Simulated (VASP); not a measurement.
# SnO in VASP: a series of runs, part 2 of 3

VASP 6.6.1. The steps go on from the part before.

**3. Single point, PBEsol**

This run uses another cell than the first one, of 19.49 Å³/atom.

Input file INCAR:

```
  PREC = Accurate
  ENCUT = 520
  EDIFF = 1E-6
  ISMEAR = -1
  SIGMA = 0.02
  LREAL = F
  LASPH = T
  NELM = 80
  ALGO = Normal
  ISIF = 2
  LWAVE = F
  LCHARG = F
  GGA = PS
  NBANDS = 28
```

Input file KPOINTS:

```
regular mesh
0
Gamma
  10 6 8
```

Input file POSCAR:

```
SnO
1.0
    3.3211137435      0.0000000000      0.0000000000
    0.0000000000      5.6167858994      0.0000000000
    0.0000000000      0.0000000000      4.1793209225
Sn O
2 2
Direct
    0.5000000000      0.7680910000      0.0131440000
    0.0000000000      0.2319090000      0.5131440000
    0.5000000000      0.1087500000      0.2368570000
    0.0000000000      0.8912500000      0.7368570000
```

Potentials or basis: VASP PAW PBE potentials, release 64 (Sn_d, O).

Launch:

```bash
$ cat potpaw_PBE.64/Sn_d/POTCAR potpaw_PBE.64/O/POTCAR > POTCAR
$ mpirun -np 1 vasp_std > vasp.out
```

OUTCAR:

```text
PREC = Accurate
   ENCUT = 520
   EDIFF = 1E-6
   ISMEAR = -1
   LREAL = F
   LASPH = T
   NELM = 80
   ISIF = 2
   GGA = PS

 ion  position               nearest neighbor table
   1  0.500  0.768  0.013-   3 2.13   4 2.14   4 2.14   2 3.73   2 3.73   2 3.73   2 3.73
   2  0.000  0.232  0.513-   4 2.13   3 2.14   3 2.14   1 3.73   1 3.73   1 3.73   1 3.73
   3  0.500  0.109  0.237-   1 2.13   2 2.14   2 2.14
   4  0.000  0.891  0.737-   2 2.13   1 2.14   1 2.14

  LATTYP: Found a simple orthorhombic cell.
 ALAT       =     3.3211137435
 B/A-ratio  =     1.2584094509
 C/A-ratio  =     1.6912356315

  Lattice vectors:

 A1 = (  -3.3211137435,   0.0000000000,   0.0000000000)
 A2 = (   0.0000000000,   0.0000000000,   4.1793209225)
 A3 = (   0.0000000000,   5.6167858994,   0.0000000000)

Analysis of symmetry for initial positions (statically):
=====================================================================
 Subroutine PRICEL returns:
 Original cell was already a primitive cell.

 Routine SETGRP: Setting up the symmetry group for a
 simple orthorhombic supercell.

 Subroutine GETGRP returns: Found  4 space group operations
 (whereof  2 operations were pure point group operations)
 out of a pool of  8 trial point group operations.

The static configuration has the point symmetry C_1h.
 The point group associated with its full space group is C_2v.

Analysis of symmetry for dynamics (positions and initial velocities):
=====================================================================
 Subroutine PRICEL returns:
 Original cell was already a primitive cell.

 Routine SETGRP: Setting up the symmetry group for a
 simple orthorhombic supercell.

 Subroutine GETGRP returns: Found  4 space group operations
 (whereof  2 operations were pure point group operations)
 out of a pool of  8 trial point group operations.

[... 115 lines left out ...]
   PSTRESS=    0.0 pullay stress
   NELECT =      40.0000    total number of electrons
   NUPDOWN=      -1.0000    fix difference up-down
   EMIN   =  10.00;   EMAX   =-10.00  energy-range for DOS
   EFERMI =   0.00;   METHOD = LEGACY
   ISMEAR =    -1;   SIGMA  =   0.02  broadening in eV -4-tet -1-fermi 0-gaus
   EFERMI_NEDOS =   21; number of points for ismear=-14 and -15
   IALGO  =     38    algorithm
   IMIX   =      4    mixing-type and parameters
     AMIX     =   0.40;   BMIX     =  1.00
     AMIX_MAG =   1.60;   BMIX_MAG =  1.00
  volume/ion in A,a.u.               =      19.49       131.53
  Fermi-wavevector in a.u.,A,eV,Ry     =   1.310597  2.476669 23.370231  1.717664
  Thomas-Fermi vector in A             =   2.441116
   LORBIT       =      0    0 simple, 1 ext, 2 COOP (PROOUT), +10 PAW based schemes
   GGA     = PS    functional components
   LHFCALC =     F    Hartree Fock is set to
   AEXX    =    0.0000 exact exchange contribution
   IVDW    =     0    specifies the selected vdW correction
   LEPSILON=     F    determine dielectric tensor
   LRPA    =     F    only Hartree local field effects (RPA)
 non-spin polarized calculation
  energy-cutoff  :      520.00
  volume of cell :       77.96
 maximum number of plane-waves:      2132
 NGX is ok and might be reduce to    28
   NGX = 13   NGY = 21   NGZ = 15

 number of electron      39.9999990 magnetization

 Free energy of the ion-electron system (eV)
  ---------------------------------------------------
  ext. energy  EPLUGINS =         0.00000000
  ---------------------------------------------------
  free energy    TOTEN  =       -23.82029747 eV

  energy without entropy =      -23.82029747  energy(sigma->0) =      -23.82029747

 E-fermi :   5.5457     XC(G=0):  -9.9128

 val. band max:        5.0680622654   @ k =   0.1000   0.0000   0.0000
 cond. band min:       6.3158862970   @ k =   0.4000   0.5000   0.0000
 fundamental gap:      1.2478240315
 Fermi energy:         5.5456897755

 k-point     1 :       0.0000    0.0000    0.0000
  band No.  band energies     occupation
      1     -16.1749      2.00000
      2     -15.7922      2.00000
      3     -15.6942      2.00000
      4     -15.6649      2.00000
      5     -15.6350      2.00000
      6     -15.6040      2.00000
[... 733 lines left out ...]
     27      13.6439      0.00000
     28      13.6439      0.00000

 [... further k-points ...]
[... 5 lines left out ...]
  --------------------------------------------------------------------------------------
  -------------------------------------------------------------------------------------
  Total       -0.4299428     -0.0826137     -0.3416594      0.0000000      0.0000000      0.0000000
  in kB       -8.8357596     -1.6977953     -7.0214464      0.0000000      0.0000000      0.0000000
  external PRESSURE =      -5.8516671 kB  Pullay stress =       0.0000000 kB

 VOLUME and BASIS-vectors are now :
 -----------------------------------------------------------------------------
  energy-cutoff  :      520.00
  volume of cell :       77.96
      direct lattice vectors                 reciprocal lattice vectors
     3.321113744  0.000000000  0.000000000     0.301103810  0.000000000  0.000000000
     0.000000000  5.616785899  0.000000000     0.000000000  0.178037764  0.000000000
     0.000000000  0.000000000  4.179320922     0.000000000  0.000000000  0.239273322

 POSITION                                       TOTAL-FORCE (eV/Angst)
 -----------------------------------------------------------------------------------
      1.66056      4.31420      0.05493         0.000000     -0.077153      0.031183
      0.00000      1.30258      2.14459         0.000000      0.077153      0.031183
      1.66056      0.61083      0.98990         0.000000     -0.094195     -0.031183
      0.00000      5.00596      3.07956         0.000000      0.094195     -0.031183
 -----------------------------------------------------------------------------------
    total drift:                                0.000000      0.000000     -0.001225

  FREE ENERGIE OF THE ION-ELECTRON SYSTEM (eV)
  ---------------------------------------------------
  free  energy   TOTEN  =       -23.8202974741 eV

  energy  without entropy=      -23.8202974741  energy(sigma->0) =      -23.82029747
```

stdout:

```text
POSCAR found type information on POSCAR SnO
 POSCAR found :  2 types and       4 ions
 scaLAPACK will be used
 -----------------------------------------------------------------------------
|                                                                             |
|                                                                             |
|     You enforced a specific xc type in the INCAR file but a different       |
|     I HOPE YOU KNOW WHAT YOU ARE DOING!                                     |
|                                                                             |
 -----------------------------------------------------------------------------

 LDA part: xc-table for (Slater+PW92), standard interpolation
 POSCAR, INCAR and KPOINTS ok, starting setup
 FFT: planning ... GRIDC
 FFT: planning ... GRID_SOFT
 FFT: planning ... GRID
 WAVECAR not read
 entering main loop
```

It took 2.2 min on 1 thread of Intel Xeon 6975P-C (Granite Rapids), shared host; peak memory 0.33 GiB.

What came out:

```
Free energy            : -23.8203 eV
Pressure               : -0.6 GPa
Largest force          : 0.099 eV/Å
Band gap on the k mesh : 1.25 eV (least direct gap 1.87 eV)
```

Forces in eV/Å, atoms in the order of the input:
```
Sn   0.000 -0.077  0.031
Sn   0.000  0.077  0.031
O    0.000 -0.094 -0.031
O    0.000  0.094 -0.031
```

Caveat: the PAW data sets were made with another functional, which shifts forces and pressure a little; spin-orbit coupling is left out, which moves the levels of the heavy elements. A k mesh can miss the band edges.

**4. Single point, PBEsol**

Input file INCAR:

```
SYSTEM = SnO
PREC = Accurate
ENCUT = 520
EDIFF = 1E-7
ISMEAR = -1
SIGMA = 0.02
LREAL = .False.
LASPH = .True.
NELM = 100
ALGO = Normal
ISIF = 2
LWAVE = .False.
LCHARG = .False.
GGA = PS
NBANDS = 28
```

Input file KPOINTS:

```
regular mesh
0
Gamma
  10 6 8
  0 0 0
```

Input file POSCAR:

```
SnO
1.0
    3.3550050000      0.0000000000      0.0000000000
    0.0000000000      5.6741040000      0.0000000000
    0.0000000000      0.0000000000      4.2219700000
Sn O
2 2
Direct
    0.5000000000      0.7680910000      0.0131440000
    0.0000000000      0.2319090000      0.5131440000
    0.5000000000      0.1087500000      0.2368570000
    0.0000000000      0.8912500000      0.7368570000
```

Potentials or basis: VASP PAW PBE potentials, release 64 (Sn_d, O).

Launch:

```bash
$ cat potpaw_PBE.64/Sn_d/POTCAR potpaw_PBE.64/O/POTCAR > POTCAR
$ mpirun -np 1 vasp_std > vasp.out
```

OUTCAR:

```text
SYSTEM = SnO
   PREC = Accurate
   ENCUT = 520
   EDIFF = 1E-7
   ISMEAR = -1
   LREAL = .False.
   LASPH = .True.
   NELM = 100
   ISIF = 2
   GGA = PS

 ion  position               nearest neighbor table
   1  0.500  0.768  0.013-   3 2.15   4 2.16   4 2.16
   2  0.000  0.232  0.513-   4 2.15   3 2.16   3 2.16
   3  0.500  0.109  0.237-   1 2.15   2 2.16   2 2.16
   4  0.000  0.891  0.737-   2 2.15   1 2.16   1 2.16

  LATTYP: Found a simple orthorhombic cell.
 ALAT       =     3.3550050000
 B/A-ratio  =     1.2584094510
 C/A-ratio  =     1.6912356315

  Lattice vectors:

 A1 = (  -3.3550050000,   0.0000000000,   0.0000000000)
 A2 = (   0.0000000000,   0.0000000000,   4.2219700000)
 A3 = (   0.0000000000,   5.6741040000,   0.0000000000)

Analysis of symmetry for initial positions (statically):
=====================================================================
 Subroutine PRICEL returns:
 Original cell was already a primitive cell.

 Routine SETGRP: Setting up the symmetry group for a
 simple orthorhombic supercell.

 Subroutine GETGRP returns: Found  4 space group operations
 (whereof  2 operations were pure point group operations)
 out of a pool of  8 trial point group operations.

The static configuration has the point symmetry C_1h.
 The point group associated with its full space group is C_2v.

Analysis of symmetry for dynamics (positions and initial velocities):
=====================================================================
 Subroutine PRICEL returns:
 Original cell was already a primitive cell.

 Routine SETGRP: Setting up the symmetry group for a
 simple orthorhombic supercell.

 Subroutine GETGRP returns: Found  4 space group operations
 (whereof  2 operations were pure point group operations)
 out of a pool of  8 trial point group operations.

The dynamic configuration has the point symmetry C_1h.
[... 115 lines left out ...]
   NELECT =      40.0000    total number of electrons
   NUPDOWN=      -1.0000    fix difference up-down
   EMIN   =  10.00;   EMAX   =-10.00  energy-range for DOS
   EFERMI =   0.00;   METHOD = LEGACY
   ISMEAR =    -1;   SIGMA  =   0.02  broadening in eV -4-tet -1-fermi 0-gaus
   EFERMI_NEDOS =   21; number of points for ismear=-14 and -15
   IALGO  =     38    algorithm
   IMIX   =      4    mixing-type and parameters
     AMIX     =   0.40;   BMIX     =  1.00
     AMIX_MAG =   1.60;   BMIX_MAG =  1.00
  volume/ion in A,a.u.               =      20.09       135.59
  Fermi-wavevector in a.u.,A,eV,Ry     =   1.297357  2.451650 22.900458  1.683136
  Thomas-Fermi vector in A             =   2.428755
   LORBIT       =      0    0 simple, 1 ext, 2 COOP (PROOUT), +10 PAW based schemes
   GGA     = PS    functional components
   LHFCALC =     F    Hartree Fock is set to
   AEXX    =    0.0000 exact exchange contribution
   IVDW    =     0    specifies the selected vdW correction
   LEPSILON=     F    determine dielectric tensor
   LRPA    =     F    only Hartree local field effects (RPA)
 non-spin polarized calculation
  energy-cutoff  :      520.00
  volume of cell :       80.37
 maximum number of plane-waves:      2183
 NGX is ok and might be reduce to    28
   NGX = 13   NGY = 21   NGZ = 15

 number of electron      39.9999992 magnetization

 Free energy of the ion-electron system (eV)
  ---------------------------------------------------
  ext. energy  EPLUGINS =         0.00000000
  ---------------------------------------------------
  free energy    TOTEN  =       -23.79594364 eV

  energy without entropy =      -23.79594364  energy(sigma->0) =      -23.79594364

 E-fermi :   5.1489     XC(G=0):  -9.7645

 val. band max:        4.7071137994   @ k =   0.0000   0.0000   0.0000
 cond. band min:       5.9932315650   @ k =   0.4000   0.5000   0.0000
 fundamental gap:      1.2861177656
 Fermi energy:         5.1489040200

 k-point     1 :       0.0000    0.0000    0.0000
  band No.  band energies     occupation
      1     -16.4166      2.00000
      2     -16.0898      2.00000
      3     -16.0056      2.00000
      4     -15.9793      2.00000
      5     -15.9519      2.00000
      6     -15.9205      2.00000
[... 733 lines left out ...]
     27      13.2037      0.00000
     28      13.2037      0.00000

 [... further k-points ...]
[... 5 lines left out ...]
  --------------------------------------------------------------------------------------
  -------------------------------------------------------------------------------------
  Total       -1.7526519     -1.2941642     -1.2801896      0.0000000      0.0000000      0.0000000
  in kB      -34.9382088    -25.7984942    -25.5199171      0.0000000      0.0000000      0.0000000
  external PRESSURE =     -28.7522067 kB  Pullay stress =       0.0000000 kB

 VOLUME and BASIS-vectors are now :
 -----------------------------------------------------------------------------
  energy-cutoff  :      520.00
  volume of cell :       80.37
      direct lattice vectors                 reciprocal lattice vectors
     3.355005000  0.000000000  0.000000000     0.298062149  0.000000000  0.000000000
     0.000000000  5.674104000  0.000000000     0.000000000  0.176239279  0.000000000
     0.000000000  0.000000000  4.221970000     0.000000000  0.000000000  0.236856254

 POSITION                                       TOTAL-FORCE (eV/Angst)
 -----------------------------------------------------------------------------------
      1.67750      4.35823      0.05549         0.000000      0.334932     -0.098110
      0.00000      1.31588      2.16648         0.000000     -0.334932     -0.098110
      1.67750      0.61706      1.00000         0.000000     -0.121984      0.098110
      0.00000      5.05705      3.11099         0.000000      0.121984      0.098110
 -----------------------------------------------------------------------------------
    total drift:                                0.000000      0.000000     -0.000237

  FREE ENERGIE OF THE ION-ELECTRON SYSTEM (eV)
  ---------------------------------------------------
  free  energy   TOTEN  =       -23.7959436423 eV

  energy  without entropy=      -23.7959436423  energy(sigma->0) =      -23.79594364
```

OSZICAR:

```text
N       E                     dE             d eps       ncg     rms          rms(c)
DAV:   1     0.431790001354E+03    0.43179E+03   -0.20219E+04  6948   0.208E+03
DAV:   2     0.415072756225E+02   -0.39028E+03   -0.37441E+03  6984   0.538E+02
DAV:   3    -0.239042108157E+02   -0.65411E+02   -0.64275E+02  7656   0.186E+02
DAV:   4    -0.272393527223E+02   -0.33351E+01   -0.33178E+01  7904   0.455E+01
DAV:   5    -0.273208285056E+02   -0.81476E-01   -0.81460E-01  7540   0.764E+00    0.111E+01
DAV:   6    -0.239259922755E+02    0.33948E+01   -0.15766E+01 11000   0.460E+01    0.523E+00
DAV:   7    -0.238424594566E+02    0.83533E-01   -0.20388E+00  7820   0.867E+00    0.255E+00
DAV:   8    -0.238073579273E+02    0.35102E-01   -0.35315E-01  7948   0.387E+00    0.774E-01
DAV:   9    -0.237950709715E+02    0.12287E-01   -0.47411E-02 10944   0.223E+00    0.231E-01
DAV:  10    -0.237964826566E+02   -0.14117E-02   -0.81704E-03  9440   0.844E-01    0.159E-01
DAV:  11    -0.237959200710E+02    0.56259E-03   -0.24274E-03 10524   0.473E-01    0.258E-02
DAV:  12    -0.237959470055E+02   -0.26934E-04   -0.29930E-04  7144   0.114E-01    0.278E-02
DAV:  13    -0.237959442246E+02    0.27808E-05   -0.21620E-05  8844   0.337E-02    0.766E-03
DAV:  14    -0.237959436701E+02    0.55455E-06   -0.11093E-06  8704   0.755E-03    0.139E-03
DAV:  15    -0.237959436423E+02    0.27832E-07   -0.19786E-07  5344   0.478E-03
   1 F= -.23795944E+02 E0= -.23795944E+02  d E =-.155816E-11
```

It took 2.5 min on 1 thread of Intel Xeon 6975P-C (Granite Rapids), shared host; peak memory 0.33 GiB.

What came out:

```
Free energy            : -23.7959 eV
Pressure               : -2.9 GPa
Largest force          : 0.349 eV/Å
Band gap on the k mesh : 1.29 eV (least direct gap 1.92 eV)
```

Forces in eV/Å, atoms in the order of the input:
```
Sn   0.000  0.335 -0.098
Sn   0.000 -0.335 -0.098
O    0.000 -0.122  0.098
O    0.000  0.122  0.098
```

Levels at points of the mesh, in eV from the valence-band top:
```
           k point  band 16  band 17  band 18  band 19  band 20  band 21  band 22  band 23  band 24  band 25
(0.00, 0.00, 0.00)    -3.83    -3.50    -2.64    -2.05     0.00     2.61     3.10     5.81     5.86     8.00
(0.50, 0.00, 0.00)    -4.48    -2.58    -2.58    -1.25    -1.25     2.53     2.53     5.48     5.48     6.52
(0.00, 0.50, 0.00)    -4.07    -3.80    -2.66    -1.59    -1.37     3.27     3.86     4.80     4.97     6.86
(0.50, 0.50, 0.00)    -4.33    -2.65    -2.65    -0.91    -0.91     1.83     1.83     6.23     6.23     7.08
(0.00, 0.00, 0.50)    -3.43    -3.20    -3.20    -1.66    -1.66     2.61     2.61     5.17     5.17     7.91
(0.50, 0.00, 0.50)    -4.08    -3.15    -3.15    -1.08    -1.08     2.06     2.06     4.56     4.56     6.82
(0.00, 0.50, 0.50)    -3.19    -2.92    -2.92    -1.51    -1.51     1.87     1.87     5.92     5.92     7.80
(0.50, 0.50, 0.50)    -4.22    -3.43    -3.43    -0.43    -0.43     2.38     2.38     4.10     4.10     6.05
```

Caveat: the PAW data sets were made with another functional, which shifts forces and pressure a little; spin-orbit coupling is left out, which moves the levels of the heavy elements. A k mesh can miss the band edges.

(Part 2 of 3 ends here.)
